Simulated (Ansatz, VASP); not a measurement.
## One calculation of Ti2Te, two programs

File INCAR:

```
SYSTEM = Ti2Te
ALGO     = Normal         ! electronic algorithm
EDIFF    = 1E-6           ! SCF threshold, eV
EDIFFG   = -0.04          ! ionic threshold
ENCUT    = 600            ! plane-wave cutoff, eV
GGA      = PE             ! functional
IBRION   = 2              ! ionic algorithm
ISIF     = 3              ! what is computed and relaxed
ISMEAR   = 0              ! smearing method
LASPH    = .TRUE.         ! aspherical terms in the spheres
LCHARG   = .FALSE.        ! write CHGCAR
LREAL    = .FALSE.        ! projectors in reciprocal space
LWAVE    = .FALSE.        ! write WAVECAR
NELM     = 60             ! most SCF steps
NSW      = 90             ! ionic steps
PREC     = Accurate       ! precision mode
SIGMA    = 0.1            ! smearing width, eV
```

Contents of KPOINTS:

```
k-points
0
G
  4 4 4
  0 0 0
```

The input POSCAR:

```
Ti2Te
1.0
    5.1921602819      0.0000000000      0.0000000000
    0.0000000000      5.1921602819      0.0000000000
    0.0000000000      0.0000000000      5.1921602819
Ti Te
4 2
Direct
    0.2500000000      0.2500000000      0.2500000000
    0.2500000000      0.7500000000      0.7500000000
    0.7500000000      0.7500000000      0.2500000000
    0.7500000000      0.2500000000      0.7500000000
    0.0000000000      0.0000000000      0.0000000000
    0.5000000000      0.5000000000      0.5000000000
```

Input for Ansatz:

```yaml
crystal:
  lattice:
    - [5.1921602819, 0.0, 0.0]
    - [0.0, 5.1921602819, 0.0]
    - [0.0, 0.0, 5.1921602819]
  atoms:
    - { symbol: Ti, position: [0.25, 0.25, 0.25] }
    - { symbol: Ti, position: [0.25, 0.75, 0.75] }
    - { symbol: Ti, position: [0.75, 0.75, 0.25] }
    - { symbol: Ti, position: [0.75, 0.25, 0.75] }
    - { symbol: Te, position: [0.0, 0.0, 0.0] }
    - { symbol: Te, position: [0.5, 0.5, 0.5] }
basis:
  ecutwfc: 420
kpoints:
  mp_grid: { grid: [4, 4, 4] }
hamiltonian:
  xc: pbe
scf:
  occupations: { method: gaussian, width: 0.1 }
  lower_state_search: "off"
output:
  forces: true
  stress: true
  eigenvalues: true
relax:
  adjacent_minimum: "off"
  f_tol: 0.04
  max_steps: 70
  cell: { stress_tol: 0.4 }
```

Alike in both runs: task relaxation of cell and atoms; functional PBE; k mesh 4 × 4 × 4; occupations gaussian, width 0.1 eV; no spin polarisation.

|  | VASP | Ansatz |
| --- | --- | --- |
| version | VASP 6.6.1 | Ansatz 0.2.0 |
| potentials or method | VASP PAW PBE potentials, release 64 (Ti_sv, Te), cutoff 600 eV | scalar-relativistic, plane waves, PAW |
| valence electrons in the cell | 60 | 80 |

Ansatz gave:

| Quantity | Value |
| --- | --- |
| gap on the k mesh at the Fermi level, each at its own relaxed structure (eV) | none |
| relaxed volume (Å³/atom) | 33.78 |
| relaxed length of the cell vector where the two differ most in proportion (Å) | 5.874 |

Q: Which values does VASP return?

A: gap on the k mesh at the Fermi level, each at its own relaxed structure (eV): none; relaxed volume (Å³/atom): 34.00; relaxed length of the cell vector where the two differ most in proportion (Å): 5.887.

A gap of «none» marks a metal or a gap that the smearing closes. VASP's potentials hold 60 valence electrons a cell and Ansatz's 80, so a difference there can come from the potentials and not from the codes.

Neither program's run includes spin-orbit coupling. Noted on VASP's run: the volume moved by over 15 % at a fixed basis, so the end points are rough.
